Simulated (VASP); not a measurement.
Wanted: the native input for a VASP 6.6.1 run.

- Task: relaxation of cell and atoms
- Functional: PBEsol
- Potentials or basis: VASP PAW PBE potentials, release 64 (La, H)
- Cutoff: 600 eV
- k mesh: 8 × 8 × 8
- Occupations: fermi-dirac, width 0.1 eV
- Spin: no spin polarisation
- Target pressure: 45 GPa
- Dipole correction: no
- Further INCAR settings: ALGO = Normal; EDIFF = 1e-06; IBRION = 2; EDIFFG = -0.02; NSW = 80; ISIF = 3

The structure of LaH3 lies in POSCAR:

```
LaH3
1.0
   -1.8770680000      1.8770680000      3.0558590000
    1.8770680000     -1.8770680000      3.0558590000
    1.8770680000      1.8770680000     -3.0558590000
La H
1 3
Direct
    0.0000000000      0.0000000000      0.0000000000
    0.7500000000      0.2500000000      0.5000000000
    0.2500000000      0.7500000000      0.5000000000
    0.5000000000      0.5000000000      0.0000000000
```

The input as run:

INCAR

```
SYSTEM = LaH3
PREC = Accurate
ENCUT = 600
EDIFF = 1E-6
ISMEAR = -1
SIGMA = 0.1
LREAL = .False.
LASPH = .True.
NELM = 100
ALGO = Normal
ISIF = 3
LWAVE = .False.
LCHARG = .False.
GGA = PS
IBRION = 2
NSW = 80
EDIFFG = -0.02
PSTRESS = 450.0
```

KPOINTS

```
regular mesh
0
Gamma
  8 8 8
  0 0 0
```

Potentials or basis: VASP PAW PBE potentials, release 64 (La, H).

Run with:

```console
$ cat potpaw_PBE.64/La/POTCAR potpaw_PBE.64/H/POTCAR > POTCAR
$ mpirun -np 1 vasp_std > vasp.out
```

It gave:

```yaml
Relaxed_volume: 7.62 Å³/atom
Relaxed_cell: a = 3.669 Å, b = 3.669 Å, c = 3.669 Å, α = 127.06°, β = 127.06°, γ = 78.16°
Space_group_after_relaxing_to_0.05_Å: I4/mmm (No. 139)
Energy_change_on_relaxing_the_enthalpy_is_what_falls: +309.0 meV/atom
Ionic_steps: 15
Pressure_after_relaxing: 45.1 GPa
Band_gap_on_the_k_mesh: 0.76 eV, indirect (least direct gap 0.89 eV)
```

Caveat: the cell is relaxed towards a set pressure, so the enthalpy falls and the energy may rise; the volume moved by over 15 % at a fixed basis, so the end points are rough; the PAW data sets were made with another functional, which shifts forces and pressure a little; spin-orbit coupling is left out, which moves the levels of the heavy elements.

Wall time 3.4 min on 1 thread of AMD EPYC 9R45 96-Core Processor (Zen 5), on a shared host, peak memory 0.2 GiB.
